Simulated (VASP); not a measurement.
Set up this calculation in VASP 6.6.1, as the native input.

```
Task                   : electric field gradients
Functional             : PBE
Potentials or basis    : VASP PAW PBE potentials, release 64 (Ba_sv, Ti_sv, O)
Cutoff                 : 520 eV
k mesh                 : 7 × 7 × 7
Occupations            : fermi-dirac, width 0.08 eV
Spin                   : no spin polarisation
Dipole correction      : no
Further INCAR settings : ALGO = Normal; EDIFF = 1e-08; NBANDS = 28
```

The structure of BaTiO3 lies in POSCAR:

```
BaTiO3
1.0
    3.9998000000      0.0000000000      0.0000000000
    0.0000000000      3.9998000000      0.0000000000
    0.0000000000      0.0000000000      4.0581800000
Ba Ti O
1 1 3
Direct
    0.0000000000      0.0000000000      0.0000000000
    0.5000000000      0.5000000000      0.4820000000
    0.5000000000      0.5000000000      0.0160000000
    0.5000000000      0.0000000000      0.5150000000
    0.0000000000      0.5000000000      0.5150000000
```

This cell differs from its parent crystal: zz strain of +1 %.

The input as run:

INCAR

```
  PREC = Accurate
  ENCUT = 520
  EDIFF = 1E-8
  ISMEAR = -1
  SIGMA = 0.08
  LREAL = False
  LASPH = True
  NELM = 80
  ALGO = Normal
  ISIF = 2
  LWAVE = False
  LCHARG = False
  GGA = PE
  LEFG = True
  NBANDS = 28
```

KPOINTS

```
regular mesh
0
Gamma
  7 7 7
```

Potentials or basis: VASP PAW PBE potentials, release 64 (Ba_sv, Ti_sv, O).

Run with:

```console
$ cat potpaw_PBE.64/Ba_sv/POTCAR potpaw_PBE.64/Ti_sv/POTCAR potpaw_PBE.64/O/POTCAR > POTCAR
$ mpirun -np 1 vasp_std > vasp.out
```

It gave:

The pressure is 2.7 GPa and the largest force is 0.470 eV/Å. The band gap on the k mesh is 1.85 eV (least direct gap 2.10 eV) and the largest electric field gradient by atom is Ba -2.5; Ti +6.1; O +19.9, +26.8 (each value once) V/Å².

Caveat: the cell differs from its parent crystal (zz strain of +1 %); without QUAD_EFG the Cq values of the log hold for a quadrupole moment of 1 mb, not for the nuclei; spin-orbit coupling is left out, which moves the levels of the heavy elements; an odd mesh through Γ misses points on the zone boundary, where band edges can lie.

Run time: 110 s on 1 thread of Intel Xeon 8259CL, on a shared host, peak memory 0.22 GiB.
